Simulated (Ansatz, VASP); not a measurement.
OsSe: VASP beside Ansatz

File POSCAR:

```
OsSe
1.0
    0.0000000000      2.7347795838      2.7347795838
    2.7347795838      0.0000000000      2.7347795838
    2.7347795838      2.7347795838      0.0000000000
Os Se
1 1
Direct
    0.0000000000      0.0000000000      0.0000000000
    0.2500000000      0.2500000000      0.2500000000
```

The input INCAR.step1:

```
SYSTEM = OsSe
ALGO = Normal
EDIFF = 1E-4
ENCUT = 520
GGA = PE
ISMEAR = 0
LASPH = .TRUE.
LCHARG = .FALSE.
LREAL = .FALSE.
LWAVE = .TRUE.
NBANDS = 14
NELM = 100
PREC = Accurate
SIGMA = 0.05
```

The input INCAR.step2:

```
SYSTEM = OsSe
ALGO = Normal
EDIFF = 1E-7
ENCUT = 520
ISIF = 2
ISMEAR = 0
ISTART = 1
LASPH = .TRUE.
LCHARG = .FALSE.
LMIXTAU = .TRUE.
LREAL = .FALSE.
LWAVE = .FALSE.
METAGGA = R2SCAN
NBANDS = 14
NELM = 100
PREC = Accurate
SIGMA = 0.05
```

KPOINTS

```
k-points
0
G
  10 10 10
  0 0 0
```

Input for Ansatz:

```yaml
crystal:
  lattice:
    - [0.0, 2.7347795838, 2.7347795838]
    - [2.7347795838, 0.0, 2.7347795838]
    - [2.7347795838, 2.7347795838, 0.0]
  atoms:
    - { symbol: Os, position: [0.0, 0.0, 0.0] }
    - { symbol: Se, position: [0.25, 0.25, 0.25] }
basis:
  ecutwfc: 500
  ecutrho_ratio: 4
kpoints:
  mp_grid: { grid: [10, 10, 10] }
hamiltonian:
  xc: r2scan
scf:
  occupations: { method: gaussian, width: 0.05 }
output:
  forces: true
  stress: true
  eigenvalues: true
```

Alike in both runs: task single point; functional r2SCAN; k mesh 10 × 10 × 10; occupations gaussian, width 0.05 eV; no spin polarisation.

|  | VASP | Ansatz |
| --- | --- | --- |
| version | VASP 6.6.1 | Ansatz 0.2.0 |
| potentials or method | VASP PAW PBE potentials, release 64 (Os, Se), cutoff 520 eV | scalar-relativistic, plane waves, PAW |
| valence electrons in the cell | 14 | 32 |

```tsv
	VASP	Ansatz	Ansatz less VASP
gap on the k mesh at the Fermi level (eV)	none	none	-
pressure (GPa)	0.6	-0.1	-0.71
```

VASP's potentials were made for PBE, not for r2SCAN. A gap of «none» marks a metal or a gap that the smearing closes. VASP's potentials hold 14 valence electrons a cell and Ansatz's 32, so a difference there can come from the potentials and not from the codes.

Spin-orbit coupling is off throughout.
